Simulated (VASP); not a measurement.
A run of VASP 6.6.1:

The input INCAR:

```
PREC     = Accurate       # precision mode
ENCUT    = 520            # plane-wave cutoff, eV
EDIFF    = 1E-6           # SCF threshold, eV
ISMEAR   = 0              # smearing method
SIGMA    = 0.1            # smearing width, eV
LREAL    = F              # projectors in reciprocal space
LASPH    = T              # aspherical terms in the spheres
NELM     = 60             # most SCF steps
ALGO     = Normal         # electronic algorithm
ISIF     = 2              # what is computed and relaxed
LWAVE    = F              # write WAVECAR
LCHARG   = F              # write CHGCAR
GGA      = PE             # functional
NBANDS   = 22             # bands
```

Contents of KPOINTS:

```
regular mesh
0
Gamma
  10 10 10
```

The input POSCAR:

```
GaSb3
1.0
    0.0000000000      3.3942445548      3.7299981048
    3.7299981048      0.0000000000      3.7299981048
    3.7299981048      3.3942445548      0.0000000000
Ga Sb
1 3
Direct
    0.0000000000      0.0000000000      0.0000000000
    0.2500000000      0.2500000000      0.2500000000
    0.7500000000      0.7500000000      0.7500000000
    0.5000000000      0.5000000000      0.5000000000
```

Potentials or basis: VASP PAW PBE potentials, release 64 (Ga_d, Sb).

The run is started by

```bash
$ cat potpaw_PBE.64/Ga_d/POTCAR potpaw_PBE.64/Sb/POTCAR > POTCAR
$ mpirun -np 1 vasp_std > vasp.out
```

Hardware: 1 thread of Intel Xeon 8259CL, on a shared host.

Task: How long does it take, and how much memory?

Result: Run time: 3.9 min on 1 thread of Intel Xeon 8259CL (shared host), peak memory 0.37 GiB. Counts: scf iterations 11, k points 102.
